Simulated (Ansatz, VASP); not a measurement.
**One calculation of TiC, two programs**

```
Ti C
1.0
     3.04209    0.00000    0.00000
    -1.52104    2.63452    0.00000
     0.00000    0.00000    2.69796
Ti C
1 1
Direct
  0.00000 0.00000 0.00000
  0.66667 0.33333 0.50000
```

Change from the starting cell: species swapped into the WC type (P-6m2, No. 187).

Alike in both runs: functional PBE; k mesh 24 × 24 × 20; occupations gaussian, width 0.1 eV; no spin polarisation.

Ansatz relaxed the structure, and its values are those at the end. VASP's run is a single point on that final structure, the one shown.

```csv
,VASP,Ansatz
version,VASP 6.6.1,Ansatz 0.2.0
potentials or method,"VASP PAW PBE potentials, release 64 (Ti_sv, C), cutoff 520 eV","scalar-relativistic, plane waves, PAW"
valence electrons in the cell,16,16
```

Ansatz gave:

* gap on the k mesh at the Fermi level (eV): none
* pressure (GPa): 0.0

Which values does VASP return?

gap on the k mesh at the Fermi level (eV): none; pressure (GPa): 0.1.

A gap of «none» marks a metal or a gap that the smearing closes.
